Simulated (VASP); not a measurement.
# SiC (Fm-3m) in VASP: further runs

The runs below take SiC through single point, with r2SCAN.

Program: VASP 6.6.1. These are calculated values, not measurements. Logs are shortened: lines on timing, memory, paths and dates and some standing lists are left out, and cuts for length are marked.

### Step 1. The cell of the first run

The structure is cubic, space group Fm-3m (No. 225). The conventional cell has a = 3.737 Å, b = 3.737 Å, c = 3.737 Å, α = 90.00°, β = 90.00°, γ = 90.00°. Within 2.5 Å of C (site symmetry m-3m) lie 6 Si at 1.87 Å. Si (site symmetry m-3m) has 6 C at 1.87 Å within 2.5 Å.

### Step 2. Single point, r2SCAN (volume scaled by 0.800)

POSCAR

```
SiC
1.0
    0.0000000000      1.8685743117      1.8685743117
    1.8685743117      0.0000000000      1.8685743117
    1.8685743117      1.8685743117      0.0000000000
C Si
1 1
Direct
    0.0000000000      0.0000000000      0.0000000000
    0.5000000000      0.5000000000      0.5000000000
```

INCAR.step1

```
  ALGO = Normal
  EDIFF = 1E-4
  ENCUT = 520
  GGA = PE
  ISMEAR = 0
  LASPH = T
  LCHARG = F
  LREAL = F
  LWAVE = T
  NBANDS = 11
  NELM = 60
  PREC = Accurate
  SIGMA = 0.05
```

INCAR.step2

```
  ALGO = Normal
  EDIFF = 1E-6
  ENCUT = 520
  ISIF = 2
  ISMEAR = 0
  ISTART = 1
  LASPH = T
  LCHARG = F
  LMIXTAU = T
  LREAL = F
  LWAVE = F
  METAGGA = R2SCAN
  NBANDS = 11
  NELM = 60
  PREC = Accurate
  SIGMA = 0.05
```

KPOINTS

```
k-points
0
Gamma
  20 20 20
```

Potentials or basis: VASP PAW PBE potentials, release 64 (C, Si).

Launch:

```
> cat potpaw_PBE.64/C/POTCAR potpaw_PBE.64/Si/POTCAR > POTCAR
> cp INCAR.step1 INCAR
> mpirun -np 1 vasp_std > vasp.out
> cp INCAR.step2 INCAR
> mpirun -np 1 vasp_std > vasp.out
```

OUTCAR:

```text
EDIFF = 1E-6
   ENCUT = 520
   ISIF = 2
   ISMEAR = 0
   ISTART = 1
   LASPH = T
   LREAL = F
   METAGGA = R2SCAN
   NELM = 60
   PREC = Accurate

 ion  position               nearest neighbor table
   1  0.000  0.000  0.000-   2 1.87   2 1.87   2 1.87   2 1.87   2 1.87   2 1.87
   2  0.500  0.500  0.500-   1 1.87   1 1.87   1 1.87   1 1.87   1 1.87   1 1.87

  LATTYP: Found a face centered cubic cell.
 ALAT       =     3.7371486234

  Lattice vectors:

 A1 = (   0.0000000000,   1.8685743117,   1.8685743117)
 A2 = (   1.8685743117,   0.0000000000,   1.8685743117)
 A3 = (   1.8685743117,   1.8685743117,   0.0000000000)

Analysis of symmetry for initial positions (statically):
=====================================================================
 Subroutine PRICEL returns:
 Original cell was already a primitive cell.

 Routine SETGRP: Setting up the symmetry group for a
 face centered cubic supercell.

 Subroutine GETGRP returns: Found 48 space group operations
 (whereof 48 operations were pure point group operations)
 out of a pool of 48 trial point group operations.

The static configuration has the point symmetry O_h .

Analysis of symmetry for dynamics (positions and initial velocities):
=====================================================================
 Subroutine PRICEL returns:
 Original cell was already a primitive cell.

 Routine SETGRP: Setting up the symmetry group for a
 face centered cubic supercell.

 Subroutine GETGRP returns: Found 48 space group operations
 (whereof 48 operations were pure point group operations)
 out of a pool of 48 trial point group operations.

The dynamic configuration has the point symmetry O_h .

 Subroutine INISYM returns: Found 48 space group operations
 (whereof 48 operations are pure point group operations),
 and found     1 'primitive' translations

----------------------------------------------------------------------------------------

                                     Primitive cell

  volume of cell :      13.0485

  direct lattice vectors                    reciprocal lattice vectors
     0.000000000  1.868574312  1.868574312    -0.267583685  0.267583685  0.267583685
     1.868574312  0.000000000  1.868574312     0.267583685 -0.267583685  0.267583685
     1.868574312  1.868574312  0.000000000     0.267583685  0.267583685 -0.267583685

  length of vectors
     2.642563134  2.642563134  2.642563134     0.463468538  0.463468538  0.463468538

  position of ions in fractional coordinates (direct lattice)
     0.000000000  0.000000000  0.000000000
     0.500000000  0.500000000  0.500000000

  ion indices of the primitive-cell ions
   primitive index   ion index
                 1           1
                 2           2

----------------------------------------------------------------------------------------

 KPOINTS: k-points

Automatic generation of k-mesh.
 Grid dimensions read from file:
 generate k-points for:   20   20   20

 Generating k-lattice:

  Cartesian coordinates                     Fractional coordinates (reciprocal lattice)
    -0.013379184  0.013379184  0.013379184     0.050000000  0.000000000  0.000000000
     0.013379184 -0.013379184  0.013379184     0.000000000  0.050000000  0.000000000
     0.013379184  0.013379184 -0.013379184     0.000000000  0.000000000  0.050000000

  Length of vectors
     0.023173427  0.023173427  0.023173427

  Shift w.r.t. Gamma in fractional coordinates (k-lattice)
     0.000000000  0.000000000  0.000000000

 Subroutine IBZKPT returns following result:
 ===========================================

 Found    256 irreducible k-points:

 Following reciprocal coordinates:
            Coordinates               Weight
  0.000000  0.000000  0.000000      1.000000
  0.050000  0.000000  0.000000      8.000000
  0.100000  0.000000  0.000000      8.000000
  0.150000  0.000000  0.000000      8.000000
  0.200000  0.000000  0.000000      8.000000
  0.250000  0.000000  0.000000      8.000000
[... 16 lines left out ...]
 -0.400000  0.050000  0.000000     24.000000
 -0.350000  0.050000  0.000000     24.000000
 [... further k-points ...]
   k-points           NKPTS =    256   k-points in BZ     NKDIM =    256   number of bands    NBANDS=     11
   number of dos      NEDOS =    301   number of ions     NIONS =      2
   total plane-waves  NPLWV =   8000
   dimension x,y,z NGX =    20 NGY =   20 NGZ =   20
   dimension x,y,z NGXF=    40 NGYF=   40 NGZF=   40
   ions per type =               1   1
   NGX,Y,Z   is equivalent  to a cutoff of  12.58, 12.58, 12.58 a.u.
   NGXF,Y,Z  is equivalent  to a cutoff of  25.16, 25.16, 25.16 a.u.
 SYSTEM =  unknown system
   PREC   = accura    normal or accurate (medium, high low for compatibility)
   ISTART =      1    job   : 0-new  1-cont  2-samecut
   ICHARG =      0    charge: 1-file 2-atom 10-const
   ISPIN  =      1    spin polarized calculation?
   LNONCOLLINEAR =      F non collinear calculations
   LSORBIT =      F    spin-orbit coupling
   LASPH  =      T    aspherical Exc in radial PAW
   ENCUT  =  520.0 eV  38.22 Ry    6.18 a.u.   4.91  4.91  4.91*2*pi/ulx,y,z
   NELM   =     60;   NELMIN=  2; NELMDL=  0     # of ELM steps
   EDIFF  = 0.1E-05   stopping-criterion for ELM
   LREAL  =      F    real-space projection
   EDIFFG = 0.1E-04   stopping-criterion for IOM
   NSW    =      0    number of steps for IOM
   IBRION =     -1    ionic relax: 0-MD 1-quasi-New 2-CG
   NFREE  =      0    steps in history (QN), initial steepest desc. (CG)
   ISIF   =      2    stress and relaxation
   ISYM   =      2    0-nonsym 1-usesym 2-fastsym
   POTIM  = 0.5000    time-step for ionic-motion
   TEBEG  =    0.0;   TEEND  =   0.0 temperature during run
   PSTRESS=    0.0 pullay stress
   NELECT =       8.0000    total number of electrons
   NUPDOWN=      -1.0000    fix difference up-down
   EMIN   =  10.00;   EMAX   =-10.00  energy-range for DOS
   EFERMI =   0.00;   METHOD = LEGACY
   ISMEAR =     0;   SIGMA  =   0.05  broadening in eV -4-tet -1-fermi 0-gaus
   EFERMI_NEDOS =   21; number of points for ismear=-14 and -15
   IALGO  =     38    algorithm
   IMIX   =      4    mixing-type and parameters
     AMIX     =   0.40;   BMIX     =  1.00
     AMIX_MAG =   1.60;   BMIX_MAG =  1.00
  volume/ion in A,a.u.               =       6.52        44.03
  Fermi-wavevector in a.u.,A,eV,Ry     =   1.390757  2.628149 26.316441  1.934204
  Thomas-Fermi vector in A             =   2.514661
   LORBIT       =      0    0 simple, 1 ext, 2 COOP (PROOUT), +10 PAW based schemes
   METAGGA = R2SCAN    functional components
   LHFCALC =     F    Hartree Fock is set to
   AEXX    =    0.0000 exact exchange contribution
   IVDW    =     0    specifies the selected vdW correction
   LEPSILON=     F    determine dielectric tensor
   LRPA    =     F    only Hartree local field effects (RPA)
 non-spin polarized calculation
 Gauss-broadening in eV      SIGMA  =   0.05
  energy-cutoff  :      520.00
  volume of cell :       13.05
 maximum number of plane-waves:       364
   NGX =  9   NGY =  9   NGZ =  9

 number of electron       7.9999999 magnetization

 Free energy of the ion-electron system (eV)
  ---------------------------------------------------
  ext. energy  EPLUGINS =         0.00000000
  ---------------------------------------------------
  free energy    TOTEN  =       -16.82588233 eV

  energy without entropy =      -16.82588233  energy(sigma->0) =      -16.82588233

 E-fermi :  16.7611     XC(G=0): -14.6142

 val. band max:       16.4710927446   @ k =   0.0000   0.0000   0.0000
 cond. band min:      17.7042205013   @ k =   0.5000   0.5000   0.0000
 fundamental gap:      1.2331277567
 Fermi energy:        16.7610807501

 k-point     1 :       0.0000    0.0000    0.0000
  band No.  band energies     occupation
      1      -6.0783      2.00000
      2      16.4711      2.00000
      3      16.4711      2.00000
      4      16.4711      2.00000
      5      25.9351      0.00000
      6      25.9351      0.00000
      7      25.9351      0.00000
      8      29.6635      0.00000
      9      32.2137      0.00000
     10      32.2137      0.00000
     11      33.8425      0.00000

 k-point     2 :       0.0500    0.0000    0.0000
  band No.  band energies     occupation
      1      -6.0039      2.00000
      2      16.0502      2.00000
      3      16.3996      2.00000
      4      16.3996      2.00000
      5      25.8709      0.00000
      6      26.0948      0.00000
      7      26.0948      0.00000
      8      29.7942      0.00000
      9      31.2356      0.00000
     10      31.2356      0.00000
     11      33.7051      0.00000

 k-point     3 :       0.1000    0.0000    0.0000
  band No.  band energies     occupation
      1      -5.7810      2.00000
      2      14.9258      2.00000
      3      16.2039      2.00000
      4      16.2039      2.00000
      5      25.6873      0.00000
      6      26.5030      0.00000
      7      26.5030      0.00000
      8      29.9874      0.00000
      9      29.9874      0.00000
     10      30.2051      0.00000
     11      33.4100      0.00000

 k-point     4 :       0.1500    0.0000    0.0000
  band No.  band energies     occupation
      1      -5.4106      2.00000
      2      13.3694      2.00000
      3      15.9285      2.00000
      4      15.9285      2.00000
      5      25.4353      0.00000
      6      26.8127      0.00000
      7      26.8127      0.00000
      8      29.2618      0.00000
      9      29.2618      0.00000
     10      30.8604      0.00000
     11      32.9666      0.00000
[... 239 lines left out ...]
 k-point    22 :      -0.4500    0.0500    0.0000
  band No.  band energies     occupation
      1      -0.0175      2.00000
      2       2.7894      2.00000
      3      14.1110      2.00000
      4      14.5160      2.00000
      5      23.3260      0.00000
      6      23.6321      0.00000
      7      24.8514      0.00000
      8      30.6411      0.00000
      9      35.4477      0.00000
     10      36.9987      0.00000
     11      37.7333      0.00000

 k-point    23 :      -0.4000    0.0500    0.0000
  band No.  band energies     occupation
      1      -1.0506      2.00000
      2       4.1078      2.00000
      3      14.0817      2.00000
      4      14.7084      2.00000
      5      23.6696      0.00000
      6      23.7084      0.00000
      7      24.8652      0.00000
      8      30.8376      0.00000
      9      34.8915      0.00000
     10      35.3778      0.00000
     11      37.1950      0.00000

 k-point    24 :      -0.3500    0.0500    0.0000
  band No.  band energies     occupation
      1      -2.1133      2.00000
      2       5.6941      2.00000
      3      14.1316      2.00000
      4      14.9563      2.00000
      5      23.9708      0.00000
      6      24.1783      0.00000
      7      24.9051      0.00000
      8      31.1758      0.00000
      9      33.6007      0.00000
     10      33.9327      0.00000
     11      36.1148      0.00000

 [... further k-points ...]
[... 5 lines left out ...]
  --------------------------------------------------------------------------------------
  -------------------------------------------------------------------------------------
  Total        8.0390775      8.0390775      8.0390775      0.0000000     -0.0000000      0.0000000
  in kB      987.0875642    987.0875642    987.0875642      0.0000000     -0.0000000      0.0000000
  external PRESSURE =     987.0875642 kB  Pullay stress =       0.0000000 kB

 VOLUME and BASIS-vectors are now :
 -----------------------------------------------------------------------------
  energy-cutoff  :      520.00
  volume of cell :       13.05
      direct lattice vectors                 reciprocal lattice vectors
     0.000000000  1.868574312  1.868574312    -0.267583685  0.267583685  0.267583685
     1.868574312  0.000000000  1.868574312     0.267583685 -0.267583685  0.267583685
     1.868574312  1.868574312  0.000000000     0.267583685  0.267583685 -0.267583685

 POSITION                                       TOTAL-FORCE (eV/Angst)
 -----------------------------------------------------------------------------------
      0.00000      0.00000      0.00000         0.000000      0.000000     -0.000000
      1.86857      1.86857      1.86857        -0.000000     -0.000000      0.000000
 -----------------------------------------------------------------------------------
    total drift:                                0.000000     -0.000000     -0.000000

  FREE ENERGIE OF THE ION-ELECTRON SYSTEM (eV)
  ---------------------------------------------------
  free  energy   TOTEN  =       -16.8258823321 eV

  energy  without entropy=      -16.8258823321  energy(sigma->0) =      -16.82588233
```

It took 91 s on 1 thread of Intel Xeon Platinum 8375C at 2.90GHz (Ice Lake), shared host; peak memory 0.15 GiB.

What came out:

```
Free energy            : -16.8259 eV
Pressure               : 98.7 GPa
Band gap on the k mesh : 1.23 eV, indirect (least direct gap 6.85 eV)
```

Caveat: the PAW data sets were made with another functional, which shifts forces and pressure a little. A k mesh can miss the band edges.

### Step 3. Single point, r2SCAN (volume scaled by 0.640)

POSCAR

```
SiC
1.0
    0.0000000000      1.7346307320      1.7346307320
    1.7346307320      0.0000000000      1.7346307320
    1.7346307320      1.7346307320      0.0000000000
C Si
1 1
Direct
    0.0000000000      0.0000000000      0.0000000000
    0.5000000000      0.5000000000      0.5000000000
```

INCAR.step1

```
SYSTEM = SiC
ALGO = Normal
EDIFF = 1E-4
ENCUT = 520
GGA = PE
ISMEAR = 0
LASPH = .TRUE.
LCHARG = .FALSE.
LREAL = .FALSE.
LWAVE = .TRUE.
NBANDS = 11
NELM = 80
PREC = Accurate
SIGMA = 0.05
```

INCAR.step2

```
SYSTEM = SiC
ALGO = Normal
EDIFF = 1E-6
ENCUT = 520
ISIF = 2
ISMEAR = 0
ISTART = 1
LASPH = .TRUE.
LCHARG = .FALSE.
LMIXTAU = .TRUE.
LREAL = .FALSE.
LWAVE = .FALSE.
METAGGA = R2SCAN
NBANDS = 11
NELM = 80
PREC = Accurate
SIGMA = 0.05
```

KPOINTS

```
k-points
0
G
  22 22 22
  0 0 0
```

Potentials or basis: VASP PAW PBE potentials, release 64 (C, Si).

Launch:

```
> cat potpaw_PBE.64/C/POTCAR potpaw_PBE.64/Si/POTCAR > POTCAR
> cp INCAR.step1 INCAR
> mpirun -np 1 vasp_std > vasp.out
> cp INCAR.step2 INCAR
> mpirun -np 1 vasp_std > vasp.out
```

Run time: 95 s. Hardware: 1 thread of Intel Xeon Platinum 8375C at 2.90GHz (Ice Lake), shared host; peak memory 0.15 GiB.

Results (log left out):

| Item | Value |
| --- | --- |
| Free energy | -13.7898 eV |
| Pressure | 304.1 GPa |
| Band gap on the k mesh | 0.26 eV, indirect (least direct gap 6.98 eV) |

Levels at points of the mesh, in eV from the valence-band top:
```
           k point  band 2  band 3  band 4  band 5  band 6  band 7
(0.00, 0.00, 0.00)    0.00    0.00    0.00    9.47    9.47    9.47
(0.50, 0.00, 0.00)  -16.51   -2.85   -2.85    8.50    8.50    9.68
(0.50, 0.50, 0.00)  -15.12   -6.72   -6.72    0.26    3.53   23.78
```

Caveat: the PAW data sets were made with another functional, which shifts forces and pressure a little.

### Step 4. Single point, r2SCAN (volume scaled by 0.920)

POSCAR

```
SiC
1.0
    0.0000000000      1.9576857857      1.9576857857
    1.9576857857      0.0000000000      1.9576857857
    1.9576857857      1.9576857857      0.0000000000
C Si
1 1
Direct
    0.0000000000      0.0000000000      0.0000000000
    0.5000000000      0.5000000000      0.5000000000
```

INCAR.step1

```
SYSTEM = SiC
PREC = Accurate
ENCUT = 520
ISMEAR = 0
SIGMA = 0.05
LREAL = .False.
LASPH = .True.
NELM = 100
NBANDS = 11
GGA = PE
ALGO = Normal
EDIFF = 1E-4
LWAVE = .True.
LCHARG = .False.
```

INCAR.step2

```
SYSTEM = SiC
PREC = Accurate
ENCUT = 520
EDIFF = 1E-6
ISMEAR = 0
SIGMA = 0.05
LREAL = .False.
LASPH = .True.
NELM = 100
ALGO = Normal
ISIF = 2
LWAVE = .False.
LCHARG = .False.
METAGGA = R2SCAN
LMIXTAU = .True.
NBANDS = 11
ISTART = 1
```

KPOINTS

```
regular mesh
0
Gamma
  20 20 20
  0 0 0
```

Launch:

```
> cat potpaw_PBE.64/C/POTCAR potpaw_PBE.64/Si/POTCAR > POTCAR
> cp INCAR.step1 INCAR
> mpirun -np 1 vasp_std > vasp.out
> cp INCAR.step2 INCAR
> mpirun -np 1 vasp_std > vasp.out
```

It took 1.8 min on 1 thread of Intel Xeon Platinum 8375C at 2.90GHz (Ice Lake), shared host; peak memory 0.17 GiB.

The run converged. Its results:

- Free energy: -17.5524 eV
- Pressure: 27.5 GPa

Levels at points of the mesh, in eV from the Fermi level:
```
           k point  band 2  band 3  band 4  band 5  band 6  band 7
(0.00, 0.00, 0.00)   -0.06   -0.06   -0.06    9.36    9.36    9.36
(0.50, 0.00, 0.00)  -12.92   -1.51   -1.51    6.10    6.10    7.06
(0.50, 0.50, 0.00)  -11.27   -5.05   -5.05   -0.04    2.41   17.54
```

Caveat: the PAW data sets were made with another functional, which shifts forces and pressure a little.

### Step 5. Single point, r2SCAN (volume scaled by 0.960)

POSCAR

```
SiC
1.0
    0.0000000000      1.9856565045      1.9856565045
    1.9856565045      0.0000000000      1.9856565045
    1.9856565045      1.9856565045      0.0000000000
C Si
1 1
Direct
    0.0000000000      0.0000000000      0.0000000000
    0.5000000000      0.5000000000      0.5000000000
```

INCAR.step1

```
PREC = Accurate
ENCUT = 520
ISMEAR = 0
SIGMA = 0.05
LREAL = F
LASPH = T
NELM = 80
NBANDS = 11
GGA = PE
ALGO = Normal
EDIFF = 1E-4
LWAVE = T
LCHARG = F
```

INCAR.step2

```
PREC = Accurate
ENCUT = 520
EDIFF = 1E-6
ISMEAR = 0
SIGMA = 0.05
LREAL = F
LASPH = T
NELM = 80
ALGO = Normal
ISIF = 2
LWAVE = F
LCHARG = F
METAGGA = R2SCAN
LMIXTAU = T
NBANDS = 11
ISTART = 1
```

KPOINTS

```
regular mesh
0
Gamma
  20 20 20
```

Launch:

```
> cat potpaw_PBE.64/C/POTCAR potpaw_PBE.64/Si/POTCAR > POTCAR
> cp INCAR.step1 INCAR
> mpirun -np 1 vasp_std > vasp.out
> cp INCAR.step2 INCAR
> mpirun -np 1 vasp_std > vasp.out
```

It took 1.8 min on 1 thread of Intel Xeon Platinum 8375C at 2.90GHz (Ice Lake), shared host; peak memory 0.17 GiB.

Results (log left out):

| Quantity | Value |
| --- | --- |
| Free energy | -17.6327 eV |
| Pressure | 12.5 GPa |
| Band gap on the k mesh | zero (band 4 reaches 13.38 eV, above the bottom of band 5 at 13.03 eV) |

Levels at points of the mesh, in eV from the Fermi level:
| k point | band 2 | band 3 | band 4 | band 5 | band 6 | band 7 |
| --- | --- | --- | --- | --- | --- | --- |
| (0.00, 0.00, 0.00) | -0.01 | -0.01 | -0.01 | 9.24 | 9.40 | 9.40 |
| (0.50, 0.00, 0.00) | -12.50 | -1.33 | -1.33 | 5.93 | 5.93 | 6.83 |
| (0.50, 0.50, 0.00) | -10.80 | -4.82 | -4.82 | -0.32 | 2.68 | 16.88 |

Caveat: the PAW data sets were made with another functional, which shifts forces and pressure a little.

### Step 6. The runs side by side

| cell | k mesh | gap on the mesh (eV) | pressure (GPa) |
| --- | --- | --- | --- |
| a = 2.643 Å, angles 60.0°, 2 atoms | 20 × 20 × 20 | 1.23 | 98.7 |
| a = 2.453 Å, angles 60.0°, 2 atoms | 22 × 22 × 22 | 0.26 | 304.1 |
| a = 2.769 Å, angles 60.0°, 2 atoms | 20 × 20 × 20 | - | 27.5 |
| a = 2.808 Å, angles 60.0°, 2 atoms | 20 × 20 × 20 | none | 12.5 |

Alike in all rows: task single point; level r2SCAN; potentials or basis VASP PAW PBE potentials, release 64 (C, Si); no spin polarisation; cutoff (eV) 520; smearing gaussian 0.05 eV.

Caveats: the PAW data sets were made with another functional, which shifts forces and pressure a little.

Absolute energies hang on the potentials; compare differences alone.
